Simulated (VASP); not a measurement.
# PbF2 in VASP: further runs

Aim: see how the results for PbF2 move with the level of theory and the settings. Levels: r2SCAN, PBE, PBEsol. Tasks: single point.

Program: VASP 6.6.1. These are calculated values, not measurements. Logs are shortened: lines on timing, memory, paths and dates and some standing lists are left out, and cuts for length are marked.

## 1. The cell of the first run

Symmetry: Fm-3m, No. 225, cubic system. The conventional cell has a = 5.927 Å, b = 5.927 Å, c = 5.927 Å, α = 90.00°, β = 90.00°, γ = 90.00°. Within 3.4 Å of Pb (site symmetry m-3m) lie 8 F at 2.57 Å. Within 3.4 Å of F (site symmetry -43m) lie 4 Pb at 2.57 Å and 6 F at 2.96 Å.

## 2. Single point, r2SCAN, non-collinear spin, zero start, spin-orbit coupling

The input, POSCAR:

```
PbF2
1.0
    0.0000000000      2.9636600000      2.9636600000
    2.9636600000      0.0000000000      2.9636600000
    2.9636600000      2.9636600000      0.0000000000
Pb F
1 2
Direct
    0.0000000000      0.0000000000      0.0000000000
    0.7500000000      0.7500000000      0.7500000000
    0.2500000000      0.2500000000      0.2500000000
```

The input, INCAR.step1:

```
PREC = Accurate
ENCUT = 660
ISMEAR = -1
SIGMA = 0.05
LREAL = False
LASPH = True
NELM = 200
MAGMOM = 0 0 0 0 0 0 0 0 0
LSORBIT = True
GGA_COMPAT = False
NBANDS = 41
GGA = PE
ALGO = Normal
EDIFF = 1E-5
LWAVE = True
LCHARG = False
```

The input, INCAR.step2:

```
PREC = Accurate
ENCUT = 660
EDIFF = 1E-6
ISMEAR = -1
SIGMA = 0.05
LREAL = False
LASPH = True
NELM = 200
ALGO = Normal
ISIF = 2
LWAVE = False
LCHARG = False
MAGMOM = 0 0 0 0 0 0 0 0 0
LORBIT = 11
LSORBIT = True
GGA_COMPAT = False
LORBMOM = True
METAGGA = R2SCAN
LMIXTAU = True
NBANDS = 41
ISTART = 1
```

The input, KPOINTS:

```
regular mesh
0
Gamma
  6 6 6
```

Potentials or basis: VASP PAW PBE potentials, release 64 (Pb_d, F).

Started as:

```console
$ cat potpaw_PBE.64/Pb_d/POTCAR potpaw_PBE.64/F/POTCAR > POTCAR
$ cp INCAR.step1 INCAR
$ mpirun -np 1 vasp_ncl > vasp.out
$ cp INCAR.step2 INCAR
$ mpirun -np 1 vasp_ncl > vasp.out
```

OUTCAR:

```text
PREC = Accurate
   ENCUT = 660
   EDIFF = 1E-6
   ISMEAR = -1
   LREAL = False
   LASPH = True
   NELM = 200
   ISIF = 2
   LORBIT = 11
   LSORBIT = True
   METAGGA = R2SCAN
   ISTART = 1

 ion  position               nearest neighbor table
   1  0.000  0.000  0.000-   2 2.57   2 2.57   2 2.57   3 2.57   3 2.57   3 2.57   3 2.57   2 2.57

   2  0.750  0.750  0.750-   1 2.57   1 2.57   1 2.57   1 2.57
   3  0.250  0.250  0.250-   1 2.57   1 2.57   1 2.57   1 2.57

  LATTYP: Found a face centered cubic cell.
 ALAT       =     5.9273200000

  Lattice vectors:

 A1 = (   0.0000000000,   2.9636600000,   2.9636600000)
 A2 = (   2.9636600000,   0.0000000000,   2.9636600000)
 A3 = (   2.9636600000,   2.9636600000,   0.0000000000)

Analysis of symmetry for initial positions (statically):
=====================================================================
 Subroutine PRICEL returns:
 Original cell was already a primitive cell.

 Routine SETGRP: Setting up the symmetry group for a
 face centered cubic supercell.

 Subroutine GETGRP returns: Found 48 space group operations
 (whereof 48 operations were pure point group operations)
 out of a pool of 48 trial point group operations.

The static configuration has the point symmetry O_h .

Analysis of symmetry for dynamics (positions and initial velocities):
=====================================================================
 Subroutine PRICEL returns:
 Original cell was already a primitive cell.

 Routine SETGRP: Setting up the symmetry group for a
 face centered cubic supercell.

 Subroutine GETGRP returns: Found 48 space group operations
 (whereof 48 operations were pure point group operations)
 out of a pool of 48 trial point group operations.

The dynamic configuration has the point symmetry O_h .

Analysis of structural, dynamic, and magnetic symmetry:
=====================================================================
 Subroutine PRICEL returns:
 Original cell was already a primitive cell.

 Routine SETGRP: Setting up the symmetry group for a
 face centered cubic supercell.

 Subroutine GETGRP returns: Found 48 space group operations
 (whereof 48 operations were pure point group operations)
 out of a pool of 48 trial point group operations.

The overall configuration has the point symmetry O_h .

 Subroutine INISYM returns: Found 48 space group operations
 (whereof 48 operations are pure point group operations),
 and found     1 'primitive' translations

----------------------------------------------------------------------------------------

                                     Primitive cell

  volume of cell :      52.0613

  direct lattice vectors                    reciprocal lattice vectors
     0.000000000  2.963660000  2.963660000    -0.168710311  0.168710311  0.168710311
     2.963660000  0.000000000  2.963660000     0.168710311 -0.168710311  0.168710311
     2.963660000  2.963660000  0.000000000     0.168710311  0.168710311 -0.168710311

  length of vectors
     4.191248166  4.191248166  4.191248166     0.292214830  0.292214830  0.292214830

  position of ions in fractional coordinates (direct lattice)
     0.000000000  0.000000000  0.000000000
     0.750000000  0.750000000  0.750000000
     0.250000000  0.250000000  0.250000000

  ion indices of the primitive-cell ions
   primitive index   ion index
                 1           1
                 2           2
                 3           3

----------------------------------------------------------------------------------------

 KPOINTS: regular mesh

[... 89 lines left out ...]
  energy-cutoff  :      660.00
  volume of cell :       52.06
 maximum number of plane-waves:      4088
   NGX = 17   NGY = 17   NGZ = 17

 number of electron      28.0000008 magnetization       0.0000000      0.0000000      0.0000000

 number of electron      28.0000008 magnetization      -0.0000000     -0.0000000     -0.0000000

 number of electron      28.0000008 magnetization       0.0000000     -0.0000000      0.0000000

 number of electron      28.0000008 magnetization      -0.0000000      0.0000000     -0.0000000

 Free energy of the ion-electron system (eV)
  ---------------------------------------------------
  ext. energy  EPLUGINS =         0.00000000
  ---------------------------------------------------
  free energy    TOTEN  =       -70.42669924 eV

  energy without entropy =      -70.42669924  energy(sigma->0) =      -70.42669924

 E-fermi :   2.6221     XC(G=0): -10.0111

 val. band max:        1.4599701404   @ k =  -0.3333   0.3333   0.1667
 cond. band min:       6.1378089474   @ k =   0.5000   0.5000   0.0000
 fundamental gap:      4.6778388070
 Fermi energy:         2.6221042489

 k-point     1 :       0.0000    0.0000    0.0000
  band No.  band energies     occupation
      1     -20.9094      1.00000
      2     -20.9094      1.00000
      3     -20.3235      1.00000
      4     -20.3235      1.00000
      5     -14.8742      1.00000
      6     -14.8742      1.00000
[... 677 lines left out ...]
     39      17.7261      0.00000
     40      17.7261      0.00000
 [bands above 40 left out]

------------------------ aborting loop because EDIFF is reached ----------------------------------------

  FORCE on cell =-STRESS in cart. coord.  units (eV):
  Direction    XX          YY          ZZ          XY          YZ          ZX
  --------------------------------------------------------------------------------------
  -------------------------------------------------------------------------------------
  Total       -0.1637625     -0.1637625     -0.1637625     -0.0000000     -0.0000000      0.0000000
  in kB       -5.0397598     -5.0397598     -5.0397598     -0.0000000     -0.0000000      0.0000000
  external PRESSURE =      -5.0397598 kB  Pullay stress =       0.0000000 kB

 VOLUME and BASIS-vectors are now :
 -----------------------------------------------------------------------------
  energy-cutoff  :      660.00
  volume of cell :       52.06
      direct lattice vectors                 reciprocal lattice vectors
     0.000000000  2.963660000  2.963660000    -0.168710311  0.168710311  0.168710311
     2.963660000  0.000000000  2.963660000     0.168710311 -0.168710311  0.168710311
     2.963660000  2.963660000  0.000000000     0.168710311  0.168710311 -0.168710311

 POSITION                                       TOTAL-FORCE (eV/Angst)
 -----------------------------------------------------------------------------------
      0.00000      0.00000      0.00000        -0.000000     -0.000000      0.000000
      4.44549      4.44549      4.44549        -0.000000     -0.000000     -0.000000
      1.48183      1.48183      1.48183         0.000000      0.000000      0.000000
 -----------------------------------------------------------------------------------
    total drift:                                0.000000      0.000000      0.000000

  FREE ENERGIE OF THE ION-ELECTRON SYSTEM (eV)
  ---------------------------------------------------
  free  energy   TOTEN  =       -70.4266992366 eV

  energy  without entropy=      -70.4266992365  energy(sigma->0) =      -70.42669924

 orbital moment (x)

 # of ion     p       d       tot
 ----------------------------------------
  1         0.000   0.000   0.000
  2         0.000   0.000   0.000
  3         0.000   0.000   0.000
 ----------------------------------------
            0.000   0.000   0.000

 orbital moment (y)

 # of ion     p       d       tot
 ----------------------------------------
  1         0.000  -0.000  -0.000
  2         0.000   0.000   0.000
  3         0.000   0.000   0.000
 ----------------------------------------
            0.000  -0.000   0.000

 orbital moment (z)

 # of ion     p       d       tot
 ----------------------------------------
  1         0.000   0.000   0.000
  2         0.000   0.000   0.000
  3         0.000   0.000   0.000
 ----------------------------------------
            0.000   0.000   0.000

 Spin-Orbit-Coupling matrix elements

 Ion:    1  E_soc:     -0.5228770
 l=   1
     0.0000000    -0.0239937    -0.0239937
    -0.0239937     0.0000000    -0.0239937
    -0.0239937    -0.0239937     0.0000000
 l=   2
     0.0000000    -0.0124815     0.0000000    -0.0124815    -0.0506710
    -0.0124815     0.0000000    -0.0380032    -0.0124815    -0.0126677
     0.0000000    -0.0380032     0.0000000    -0.0380032     0.0000000
    -0.0124815    -0.0124815    -0.0380032     0.0000000    -0.0126677
    -0.0506710    -0.0126677     0.0000000    -0.0126677     0.0000000
 l=   3
     0.0000000     0.0000000     0.0000000     0.0000000     0.0000000     0.0000000     0.0000000
     0.0000000     0.0000000     0.0000000     0.0000000     0.0000000     0.0000000     0.0000000
     0.0000000     0.0000000     0.0000000     0.0000000     0.0000000     0.0000000     0.0000000
     0.0000000     0.0000000     0.0000000     0.0000000     0.0000000     0.0000000     0.0000000
[... 29 lines left out ...]
 l=   2
     0.0000000     0.0000000     0.0000000     0.0000000     0.0000000
     0.0000000     0.0000000     0.0000000     0.0000000     0.0000000
     0.0000000     0.0000000     0.0000000     0.0000000     0.0000000
     0.0000000     0.0000000     0.0000000     0.0000000     0.0000000
     0.0000000     0.0000000     0.0000000     0.0000000     0.0000000
 l=   3
     0.0000000     0.0000000     0.0000000     0.0000000     0.0000000     0.0000000     0.0000000
     0.0000000     0.0000000     0.0000000     0.0000000     0.0000000     0.0000000     0.0000000
     0.0000000     0.0000000     0.0000000     0.0000000     0.0000000     0.0000000     0.0000000
     0.0000000     0.0000000     0.0000000     0.0000000     0.0000000     0.0000000     0.0000000
     0.0000000     0.0000000     0.0000000     0.0000000     0.0000000     0.0000000     0.0000000
     0.0000000     0.0000000     0.0000000     0.0000000     0.0000000     0.0000000     0.0000000
     0.0000000     0.0000000     0.0000000     0.0000000     0.0000000     0.0000000     0.0000000

 total charge

# of ion       s       p       d       tot
------------------------------------------
    1        1.550   0.268   9.863  11.681
    2        1.740   4.356   0.000   6.095
    3        1.740   4.356   0.000   6.095
--------------------------------------------------
tot          5.030   8.979   9.863  23.872

 magnetization (x)

# of ion       s       p       d       tot
------------------------------------------
    1        0.000  -0.000   0.000  -0.000
    2        0.000  -0.000   0.000  -0.000
    3        0.000  -0.000   0.000  -0.000
--------------------------------------------------
tot          0.000  -0.000   0.000  -0.000

 magnetization (y)

# of ion       s       p       d       tot
------------------------------------------
    1        0.000  -0.000   0.000   0.000
    2        0.000   0.000   0.000   0.000
    3        0.000   0.000   0.000   0.000
--------------------------------------------------
tot          0.000   0.000   0.000   0.000

 magnetization (z)

# of ion       s       p       d       tot
------------------------------------------
    1       -0.000   0.000   0.000   0.000
    2        0.000  -0.000   0.000  -0.000
    3        0.000  -0.000   0.000  -0.000
--------------------------------------------------
tot          0.000  -0.000   0.000  -0.000
```

It took 18 min on 1 thread of Oxide Virtual Turin-like, shared host; peak memory 0.47 GiB.

What came out:

| Item | Value |
| --- | --- |
| Free energy | -70.4267 eV |
| Pressure | -0.5 GPa |
| Net moment | 0.00 μB per cell |
| Valence electrons inside the program's atomic spheres | Pb 11.68; F 6.09 |

Moments on the atoms (μB; x, y, z):
```
Pb  0.00 0.00 0.00
F   0.00 0.00 0.00
F   0.00 0.00 0.00
```

Caveat: the PAW data sets were made with another functional, which shifts forces and pressure a little.

## 3. Single point, PBE

The input, INCAR:

```
PREC = Accurate
ENCUT = 600
EDIFF = 1E-6
ISMEAR = -1
SIGMA = 0.05
LREAL = False
LASPH = True
NELM = 120
ALGO = Normal
ISIF = 2
LWAVE = False
LCHARG = True
GGA = PE
LELF = True
LVHAR = True
NBANDS = 21
GGA_COMPAT = False
```

The input, KPOINTS:

```
Automatic mesh
0
Gamma
  5 5 5
```

POSCAR is that of step 2.

Potentials or basis: VASP PAW PBE potentials, release 64 (Pb_d, F).

Started as:

```console
$ cat potpaw_PBE.64/Pb_d/POTCAR potpaw_PBE.64/F/POTCAR > POTCAR
$ mpirun -np 1 vasp_std > vasp.out
```

Wall time 38 s (1 thread of Oxide Virtual Turin-like, shared host); peak memory 0.17 GiB.

It converged, with:

- Free energy: -14.3375 eV
- Pressure: 2.4 GPa
- Band gap on the k mesh: 4.53 eV (least direct gap 4.79 eV)

Levels at points of the mesh, in eV from the valence-band top:
```
           k point  band 11  band 12  band 13  band 14  band 15  band 16  band 17  band 18
(0.00, 0.00, 0.00)    -2.43    -1.93    -1.93    -1.93     6.82     6.82     6.82    10.69
```

Caveat: spin-orbit coupling is left out, which moves the levels of the heavy elements; an odd mesh through Γ misses points on the zone boundary, where band edges can lie.

## 4. Single point, r2SCAN, non-collinear spin, zero start, spin-orbit coupling

POSCAR is that of step 3.

The input, INCAR.step1:

```
SYSTEM = PbF2
PREC = Accurate
ENCUT = 660
ISMEAR = -1
SIGMA = 0.05
LREAL = .False.
LASPH = .True.
NELM = 200
MAGMOM = 0 0 0 0 0 0 0 0 0
LSORBIT = .True.
GGA_COMPAT = .False.
NBANDS = 41
GGA = PE
ALGO = Normal
EDIFF = 1E-5
LWAVE = .True.
LCHARG = .False.
```

The input, INCAR.step2:

```
SYSTEM = PbF2
PREC = Accurate
ENCUT = 660
EDIFF = 1E-6
ISMEAR = -1
SIGMA = 0.05
LREAL = .False.
LASPH = .True.
NELM = 200
ALGO = Normal
ISIF = 2
LWAVE = .False.
LCHARG = .True.
MAGMOM = 0 0 0 0 0 0 0 0 0
LORBIT = 11
LSORBIT = .True.
GGA_COMPAT = .False.
LORBMOM = .True.
METAGGA = R2SCAN
LMIXTAU = .True.
LVHAR = .True.
NBANDS = 41
ISTART = 1
```

The input, KPOINTS:

```
Automatic mesh
0
Gamma
  8 8 8
  0 0 0
```

Started as:

```console
$ cat potpaw_PBE.64/Pb_d/POTCAR potpaw_PBE.64/F/POTCAR > POTCAR
$ cp INCAR.step1 INCAR
$ mpirun -np 1 vasp_ncl > vasp.out
$ cp INCAR.step2 INCAR
$ mpirun -np 1 vasp_ncl > vasp.out
```

Wall time 32 min (1 thread of Oxide Virtual Turin-like, shared host); peak memory 0.5 GiB.

It converged, with:

| Quantity | Value |
| --- | --- |
| Free energy | -70.4266 eV |
| Pressure | -0.5 GPa |
| Net moment | 0.00 μB per cell |
| Valence electrons inside the program's atomic spheres | Pb 11.68; F 6.09 |

Moments on the atoms (μB; x, y, z):
```
Pb  0.00 0.00 0.00
F   0.00 0.00 0.00
F   0.00 0.00 0.00
```

Caveat: the PAW data sets were made with another functional, which shifts forces and pressure a little.

## 5. Single point, PBEsol (atoms moved at random)

The input, INCAR:

```
ALGO     = Normal         # electronic algorithm
EDIFF    = 1E-6           # SCF threshold, eV
ENCUT    = 600            # plane-wave cutoff, eV
GGA      = PS             # functional
GGA_COMPAT= F            
ISIF     = 2              # what is computed and relaxed
ISMEAR   = -1             # smearing method
LASPH    = T              # aspherical terms in the spheres
LCHARG   = F              # write CHGCAR
LREAL    = F              # projectors in reciprocal space
LWAVE    = F              # write WAVECAR
NBANDS   = 21             # bands
NELM     = 120            # most SCF steps
PREC     = Accurate       # precision mode
SIGMA    = 0.05           # smearing width, eV
```

The input, KPOINTS:

```
k-points
0
Gamma
  8 8 8
```

The input, POSCAR:

```
PbF2
1.0
    0.0000000000      2.9636600000      2.9636600000
    2.9636600000      0.0000000000      2.9636600000
    2.9636600000      2.9636600000      0.0000000000
Pb F
1 2
Direct
   -0.0176050000     -0.0002580000      0.0020670000
    0.7516350000      0.7437150000      0.7602180000
    0.2651850000      0.2496610000      0.2421990000
```

Started as:

```console
$ cat potpaw_PBE.64/Pb_d/POTCAR potpaw_PBE.64/F/POTCAR > POTCAR
$ mpirun -np 1 vasp_std > vasp.out
```

Run time: 12 min. Hardware: 1 thread of Oxide Virtual Turin-like, shared host; peak memory 0.41 GiB.

The run converged. Its results:

```
Free energy            : -14.9256 eV
Pressure               : -1.0 GPa
Largest force          : 0.204 eV/Å
Band gap on the k mesh : 4.26 eV (least direct gap 4.45 eV)
```

Forces on the atoms (eV/Å):
```
Pb  -0.028  0.110  0.100
F   -0.076 -0.073  0.072
F    0.104 -0.037 -0.172
```

Stress tensor (GPa, compression positive):
```
-1.04 -0.47  0.04
-0.47 -1.00  0.41
 0.04  0.41 -0.98
```

Levels at points of the mesh, in eV from the valence-band top:
```
           k point  band 10  band 11  band 12  band 13  band 14  band 15  band 16  band 17  band 18  band 19
(0.00, 0.00, 0.00)    -2.56    -2.52    -2.06    -2.02    -1.97     6.53     6.67     6.77    10.46    14.90
(0.50, 0.00, 0.00)    -2.84    -2.69    -2.20    -2.13     0.00     4.96     7.41     7.66    13.01    13.42
(0.00, 0.50, 0.00)    -2.85    -2.68    -2.21    -2.13    -0.03     4.91     7.40     7.72    13.01    13.42
(0.00, 0.00, 0.50)    -2.78    -2.70    -2.24    -2.20    -0.15     4.82     7.50     7.66    13.04    13.54
(0.50, 0.50, 0.50)    -2.85    -2.65    -2.24    -2.15    -0.07     4.90     7.38     7.74    13.02    13.41
(0.50, 0.50, 0.00)    -3.60    -1.65    -1.60    -1.55    -0.20     4.27     7.71     7.86     8.80    13.99
(0.00, 0.50, 0.50)    -3.62    -1.67    -1.60    -1.54    -0.18     4.28     7.73     7.80     8.83    13.98
(0.50, 0.00, 0.50)    -3.62    -1.65    -1.60    -1.55    -0.19     4.26     7.77     7.81     8.81    13.99
```

Caveat: the cell differs from its parent crystal (atoms moved at random); the PAW data sets were made with another functional, which shifts forces and pressure a little; spin-orbit coupling is left out, which moves the levels of the heavy elements.

## 6. The runs side by side

```tsv
level	spin	cell	k mesh	cutoff (eV)	gap on the mesh (eV)	pressure (GPa)	moment (μB)
r2SCAN	non-collinear, zero start, SOC	as given, atomic positions A	6 × 6 × 6	660	-	-0.5	0.00
PBE	off	as given, atomic positions A	5 × 5 × 5	600	4.53	2.4	-
r2SCAN	non-collinear, zero start, SOC	as given, atomic positions A	8 × 8 × 8	660	-	-0.5	0.00
PBEsol	off	as given, atomic positions B	8 × 8 × 8	600	4.26	-1.0	-
```

Alike in all rows: task single point; potentials or basis VASP PAW PBE potentials, release 64 (Pb_d, F); smearing fermi-dirac 0.05 eV.

The pressure there spans -0.5 GPa (r2SCAN) to 2.4 GPa (PBE); a positive pressure means that this level wants a larger cell, a negative one a smaller.

Caveats: the PAW data sets were made with another functional, which shifts forces and pressure a little (at least some runs); spin-orbit coupling is left out, which moves the levels of the heavy elements (at least some runs); an odd mesh through Γ misses points on the zone boundary, where band edges can lie (at least some runs).

Absolute energies hang on the potentials; compare differences alone.
